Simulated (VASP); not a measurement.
# Ta4C3 (Cm) in VASP: further runs

The runs below take Ta4C3 through single point, with PBEsol.

Program: VASP 6.6.1. These are calculated values, not measurements. Logs are shortened: lines on timing, memory, paths and dates and some standing lists are left out, and cuts for length are marked.

### 1 The cell of the first run

Symmetry: Cm, No. 8, monoclinic system. Conventional cell: a = 5.375 Å, b = 3.103 Å, c = 10.408 Å, α = 90.00°, β = 102.43°, γ = 90.00°. Within 3.4 Å of Ta (site symmetry m) lie 6 C at 2.24 to 2.25 Å and 12 Ta at 2.98 to 3.36 Å. Ta (site symmetry m) has 1 C at 1.25 Å within 1.7 Å. Ta (site symmetry m) has 3 C at 2.17 Å within 2.9 Å. Within 2.9 Å of Ta (site symmetry m) lie 6 C at 2.19 to 2.22 Å. C (site symmetry m) has 6 Ta at 2.17 to 2.19 Å within 2.9 Å. Within 1.7 Å of C (site symmetry m) lie 1 Ta at 1.25 Å. C (site symmetry m) has 6 Ta at 2.22 to 2.25 Å and 1 C at 2.70 Å within 2.9 Å.

### 2 Single point, PBEsol (the part above a cut slid along it)

Contents of INCAR:

```
SYSTEM = Ta4C3
PREC = Accurate ; ENCUT = 700
EDIFF = 1E-6 ; ISMEAR = 0
SIGMA = 0.15 ; LREAL = .FALSE.
LASPH = .TRUE. ; NELM = 120
ALGO = Normal ; ISIF = 2
LWAVE = .FALSE. ; LCHARG = .TRUE.
GGA = PS ; LELF = .TRUE.
LVHAR = .TRUE. ; NBANDS = 41
GGA_COMPAT = .FALSE.
```

Contents of KPOINTS:

```
regular mesh
0
G
  14 14 4
  0 0 0
```

Contents of POSCAR:

```
Ta4C3
1.0
   -3.1032734570      0.0000000000      0.0000000000
   -1.5516367285     -2.6875136487      0.0000000000
   -1.9395459106     -1.1197973536     10.1645109918
Ta C
4 3
Direct
    0.2313472422      0.2313472422      0.1893666186
   -0.0825145005     -0.0825145005      0.9426348013
   -0.3139601203     -0.3139601203      0.6981042887
    0.4550657028      0.4550657028      0.4524423133
    0.0698206184      0.0698206184      0.5770305159
    0.9530411559      0.9530411559      0.0573012258
   -0.1576126110     -0.1576126110      0.3228702664
```

Potentials or basis: VASP PAW PBE potentials, release 64 (Ta_sv_GW, C).

Run with:

```console
$ cat potpaw_PBE.64/Ta_sv_GW/POTCAR potpaw_PBE.64/C/POTCAR > POTCAR
$ mpirun -np 1 vasp_std > vasp.out
```

OUTCAR:

```text
SYSTEM = Ta4C3
   PREC = Accurate
   ENCUT = 700
   EDIFF = 1E-6
   ISMEAR = 0
   LREAL = .FALSE.
   LASPH = .TRUE.
   NELM = 120
   ISIF = 2
   GGA = PS

 ion  position               nearest neighbor table
   1  0.231  0.231  0.189-   6 2.24   6 2.24   6 2.24   7 2.25   7 2.25   7 2.25   2 2.98   2 2.98
                             4 3.22   4 3.22   4 3.22
   2  0.917  0.917  0.943-   6 1.25   1 2.98   1 2.98   3 3.06   3 3.06   3 3.06
   3  0.686  0.686  0.698-   5 2.17   5 2.17   5 2.17   2 3.06   2 3.06   2 3.06   4 3.07   4 3.07
                             4 3.07
   4  0.455  0.455  0.452-   5 2.19   5 2.19   5 2.19   7 2.22   7 2.22   7 2.22   3 3.07   3 3.07
                             3 3.07   1 3.22   1 3.22   1 3.22
   5  0.070  0.070  0.577-   3 2.17   3 2.17   3 2.17   4 2.19   4 2.19   4 2.19
   6  0.953  0.953  0.057-   2 1.25   1 2.24   1 2.24   1 2.24
   7  0.842  0.842  0.323-   4 2.22   4 2.22   4 2.22   1 2.25   1 2.25   1 2.25

 -----------------------------------------------------------------------------
|                                                                             |
|           W    W    AA    RRRRR   N    N  II  N    N   GGGG   !!!           |
|           W    W   A  A   R    R  NN   N  II  NN   N  G    G  !!!           |
|           W    W  A    A  R    R  N N  N  II  N N  N  G       !!!           |
|           W WW W  AAAAAA  RRRRR   N  N N  II  N  N N  G  GGG   !            |
|           WW  WW  A    A  R   R   N   NN  II  N   NN  G    G                |
|           W    W  A    A  R    R  N    N  II  N    N   GGGG   !!!           |
|                                                                             |
|     The distance between some ions is very small. Please check the          |
|     nearest-neighbor list in the OUTCAR file.                               |
|     I HOPE YOU KNOW WHAT YOU ARE DOING!                                     |
|                                                                             |
 -----------------------------------------------------------------------------

  LATTYP: Found a base centered monoclinic cell.
 ALAT       =     5.3750272973
 B/A-ratio  =     0.5773502692
 C/A-ratio  =     1.9364212836
 COS(beta)  =    -0.2151735628

  Lattice vectors:

 A1 = (   3.1032734570,   0.0000000000,   0.0000000000)
 A2 = (   1.5516367285,   2.6875136487,   0.0000000000)
 A3 = (  -1.9395459106,  -1.1197973536,  10.1645109918)

Analysis of symmetry for initial positions (statically):
=====================================================================
 Subroutine PRICEL returns:
 Original cell was already a primitive cell.

 Routine SETGRP: Setting up the symmetry group for a
 base centered monoclinic supercell.

 Subroutine GETGRP returns: Found  2 space group operations
 (whereof  2 operations were pure point group operations)
 out of a pool of  4 trial point group operations.

The static configuration has the point symmetry C_1h.

Analysis of symmetry for dynamics (positions and initial velocities):
=====================================================================
 Subroutine PRICEL returns:
 Original cell was already a primitive cell.

 Routine SETGRP: Setting up the symmetry group for a
 base centered monoclinic supercell.

 Subroutine GETGRP returns: Found  2 space group operations
 (whereof  2 operations were pure point group operations)
 out of a pool of  4 trial point group operations.

The dynamic configuration has the point symmetry C_1h.

 Subroutine INISYM returns: Found  2 space group operations
 (whereof  2 operations are pure point group operations),
 and found     1 'primitive' translations

----------------------------------------------------------------------------------------

                                     Primitive cell

  volume of cell :      84.7729

  direct lattice vectors                    reciprocal lattice vectors
    -3.103273457  0.000000000  0.000000000    -0.322240374  0.186045567 -0.040992298
    -1.551636728 -2.687513649  0.000000000     0.000000000 -0.372091134 -0.040992298
    -1.939545911 -1.119797354 10.164510992     0.000000000  0.000000000  0.098381516

  length of vectors
     3.103273457  3.103273457 10.408317259     0.374342330  0.374342330  0.098381516

  position of ions in fractional coordinates (direct lattice)
     0.231347242  0.231347242  0.189366619
     0.917485500  0.917485500  0.942634801
     0.686039880  0.686039880  0.698104289
     0.455065703  0.455065703  0.452442313
     0.069820618  0.069820618  0.577030516
     0.953041156  0.953041156  0.057301226
     0.842387389  0.842387389  0.322870266

  ion indices of the primitive-cell ions
   primitive index   ion index
                 1           1
                 2           2
                 3           3
                 4           4
                 5           5
                 6           6
                 7           7

----------------------------------------------------------------------------------------

 KPOINTS: regular mesh

Automatic generation of k-mesh.
 Grid dimensions read from file:
 generate k-points for:   14   14    4

 Generating k-lattice:

  Cartesian coordinates                     Fractional coordinates (reciprocal lattice)
    -0.023017170  0.013288969 -0.002928021     0.071428571  0.000000000 -0.000000000
     0.000000000 -0.026577938 -0.002928021     0.000000000  0.071428571 -0.000000000
     0.000000000  0.000000000  0.024595379     0.000000000  0.000000000  0.250000000

  Length of vectors
     0.026738738  0.026738738  0.024595379

  Shift w.r.t. Gamma in fractional coordinates (k-lattice)
     0.000000000  0.000000000  0.000000000

 Subroutine IBZKPT returns following result:
 ===========================================

 Found    219 irreducible k-points:

 Following reciprocal coordinates:
            Coordinates               Weight
  0.000000  0.000000  0.000000      1.000000
  0.071429  0.000000 -0.000000      4.000000
  0.142857  0.000000 -0.000000      4.000000
  0.214286 -0.000000 -0.000000      4.000000
  0.285714  0.000000 -0.000000      4.000000
  0.357143  0.000000 -0.000000      4.000000
[... 16 lines left out ...]
  0.214286  0.142857 -0.000000      4.000000
  0.285714  0.142857 -0.000000      4.000000
 [... further k-points ...]
   k-points           NKPTS =    219   k-points in BZ     NKDIM =    219   number of bands    NBANDS=     41
   number of dos      NEDOS =    301   number of ions     NIONS =      7
   total plane-waves  NPLWV =  70560
   dimension x,y,z NGX =    28 NGY =   28 NGZ =   90
   dimension x,y,z NGXF=    56 NGYF=   56 NGZF=  180
   ions per type =               4   3
   NGX,Y,Z   is equivalent  to a cutoff of  15.00, 15.00, 14.38 a.u.
   NGXF,Y,Z  is equivalent  to a cutoff of  30.00, 30.00, 28.75 a.u.
 SYSTEM =  Ta4C3
   PREC   = accura    normal or accurate (medium, high low for compatibility)
   ISTART =      0    job   : 0-new  1-cont  2-samecut
   ICHARG =      2    charge: 1-file 2-atom 10-const
   ISPIN  =      1    spin polarized calculation?
   LNONCOLLINEAR =      F non collinear calculations
   LSORBIT =      F    spin-orbit coupling
   LASPH  =      T    aspherical Exc in radial PAW
   ENCUT  =  700.0 eV  51.45 Ry    7.17 a.u.   6.69  6.69 22.45*2*pi/ulx,y,z
   NELM   =    120;   NELMIN=  2; NELMDL= -5     # of ELM steps
   EDIFF  = 0.1E-05   stopping-criterion for ELM
   LREAL  =      F    real-space projection
[... 7 lines left out ...]
   TEBEG  =    0.0;   TEEND  =   0.0 temperature during run
   PSTRESS=    0.0 pullay stress
   NELECT =      64.0000    total number of electrons
   NUPDOWN=      -1.0000    fix difference up-down
   EMIN   =  10.00;   EMAX   =-10.00  energy-range for DOS
   EFERMI =   0.00;   METHOD = LEGACY
   ISMEAR =     0;   SIGMA  =   0.15  broadening in eV -4-tet -1-fermi 0-gaus
   EFERMI_NEDOS =   21; number of points for ismear=-14 and -15
   IALGO  =     38    algorithm
   IMIX   =      4    mixing-type and parameters
     AMIX     =   0.40;   BMIX     =  1.00
     AMIX_MAG =   1.60;   BMIX_MAG =  1.00
  volume/ion in A,a.u.               =      12.11        81.73
  Fermi-wavevector in a.u.,A,eV,Ry     =   1.490673  2.816964 30.233592  2.222106
  Thomas-Fermi vector in A             =   2.603425
   LORBIT       =      0    0 simple, 1 ext, 2 COOP (PROOUT), +10 PAW based schemes
   GGA     = PS    functional components
   LHFCALC =     F    Hartree Fock is set to
   AEXX    =    0.0000 exact exchange contribution
   IVDW    =     0    specifies the selected vdW correction
   LEPSILON=     F    determine dielectric tensor
   LRPA    =     F    only Hartree local field effects (RPA)
 non-spin polarized calculation
 Gauss-broadening in eV      SIGMA  =   0.15
  energy-cutoff  :      700.00
  volume of cell :       84.77
 maximum number of plane-waves:      3605
   NGX = 13   NGY = 13   NGZ = 45

 number of electron      64.0000000 magnetization

 Free energy of the ion-electron system (eV)
  ---------------------------------------------------
  ext. energy  EPLUGINS =         0.00000000
  ---------------------------------------------------
  free energy    TOTEN  =       -74.33919102 eV

  energy without entropy =      -74.30687838  energy(sigma->0) =      -74.32303470

 E-fermi :  11.5237     XC(G=0): -13.4016

 val. band max:       11.5234915825   @ k =   0.3571   0.1429  -0.0000
 cond. band min:      11.5250073565   @ k =   0.5000   0.0000  -0.0000
 fundamental gap:      0.0015157740
 Fermi energy:        11.5236658258

 k-point     1 :       0.0000    0.0000    0.0000
  band No.  band energies     occupation
      1     -57.0323      2.00000
      2     -56.9717      2.00000
      3     -56.6439      2.00000
      4     -56.4205      2.00000
      5     -25.7077      2.00000
      6     -23.8202      2.00000
[... 33 lines left out ...]
     40      14.1742      0.00000
     41      14.4914      0.00000

 k-point     2 :       0.0714    0.0000   -0.0000
  band No.  band energies     occupation
      1     -57.0303      2.00000
      2     -56.9699      2.00000
      3     -56.6421      2.00000
      4     -56.4189      2.00000
      5     -25.7047      2.00000
      6     -23.8116      2.00000
[... 33 lines left out ...]
     40      14.2119      0.00000
     41      14.6202      0.00000

 k-point     3 :       0.1429    0.0000   -0.0000
  band No.  band energies     occupation
      1     -57.0247      2.00000
      2     -56.9647      2.00000
      3     -56.6370      2.00000
      4     -56.4143      2.00000
      5     -25.6965      2.00000
      6     -23.7876      2.00000
[... 33 lines left out ...]
     40      14.3728      0.00000
     41      14.6637      0.00000

 k-point     4 :       0.2143   -0.0000   -0.0000
  band No.  band energies     occupation
      1     -57.0167      2.00000
      2     -56.9572      2.00000
      3     -56.6296      2.00000
      4     -56.4078      2.00000
      5     -25.6850      2.00000
      6     -23.7541      2.00000
[... 825 lines left out ...]
     40      14.4837      0.00000
     41      14.6264      0.00000

 k-point    23 :       0.2143    0.1429   -0.0000
  band No.  band energies     occupation
      1     -57.0198      2.00000
      2     -56.9602      2.00000
      3     -56.6324      2.00000
      4     -56.4100      2.00000
      5     -25.6983      2.00000
      6     -23.7652      2.00000
[... 33 lines left out ...]
     40      14.5055      0.00000
     41      14.8943      0.00000

 k-point    24 :       0.2857    0.1429   -0.0000
  band No.  band energies     occupation
      1     -57.0125      2.00000
      2     -56.9535      2.00000
      3     -56.6257      2.00000
      4     -56.4041      2.00000
      5     -25.6898      2.00000
      6     -23.7352      2.00000
[... 33 lines left out ...]
     40      14.9551      0.00000
     41      15.4589      0.00000

 [... further k-points ...]

------------------------ aborting loop because EDIFF is reached ----------------------------------------

  FORCE on cell =-STRESS in cart. coord.  units (eV):
  Direction    XX          YY          ZZ          XY          YZ          ZX
  --------------------------------------------------------------------------------------
  -------------------------------------------------------------------------------------
  Total        8.4768802      2.9305663     84.6000642      4.8032487    -14.6510452    -25.3763548
  in kB      160.2099228     55.3866272   1598.9101505     90.7796368   -276.8993743   -479.6037891
  external PRESSURE =     604.8355668 kB  Pullay stress =       0.0000000 kB

 VOLUME and BASIS-vectors are now :
 -----------------------------------------------------------------------------
  energy-cutoff  :      700.00
  volume of cell :       84.77
      direct lattice vectors                 reciprocal lattice vectors
    -3.103273457  0.000000000  0.000000000    -0.322240374  0.186045567 -0.040992298
    -1.551636728 -2.687513649  0.000000000     0.000000000 -0.372091134 -0.040992298
    -1.939545911 -1.119797354 10.164510992     0.000000000  0.000000000  0.098381516

 POSITION                                       TOTAL-FORCE (eV/Angst)
 -----------------------------------------------------------------------------------
     -1.44419     -0.83380      1.92482         0.055419      0.031996      2.387573
     -6.09910     -3.52131      9.58142        23.931939     13.817112    -75.064644
     -4.54746     -2.62548      7.09589        -0.656526     -0.379045      0.485183
     -2.99582     -1.72964      4.59885         0.074066      0.042762     -0.304334
     -1.44419     -0.83380      5.86523         0.044673      0.025792      0.423488
     -4.54746     -2.62548      0.58244       -23.388689    -13.503466     72.765710
     -4.54746     -2.62548      3.28182        -0.060882     -0.035150     -0.692976
 -----------------------------------------------------------------------------------
    total drift:                                0.000009      0.000005      0.000014

  FREE ENERGIE OF THE ION-ELECTRON SYSTEM (eV)
  ---------------------------------------------------
  free  energy   TOTEN  =       -74.3391910156 eV

  energy  without entropy=      -74.3068783799  energy(sigma->0) =      -74.32303470
```

Wall time 29 min (1 thread of AMD EPYC 7R13 (Zen 3), shared host); peak memory 0.92 GiB.

Results:

```
Free energy            : -74.3392 eV
Pressure               : 60.5 GPa
Largest force          : 79.990 eV/Å
Band gap on the k mesh : zero (bands 32 and 33 overlap by 0.97 eV)
```

Forces on the atoms (eV/Å):
```
Ta    0.055   0.032   2.388
Ta   23.932  13.817 -75.065
Ta   -0.657  -0.379   0.485
Ta    0.074   0.043  -0.304
C     0.045   0.026   0.423
C   -23.389 -13.503  72.766
C    -0.061  -0.035  -0.693
```

Caveat: the cell differs from its parent crystal (the part above a cut slid along it); atoms lie so close that the PAW spheres overlap strongly, which falsifies energies and pressures; the stress differs along the axes, from 6 to 160 GPa; the PAW data sets were made with another functional, which shifts forces and pressure a little; spin-orbit coupling is left out, which moves the levels of the heavy elements.

(Part 1 of 2 ends here.)
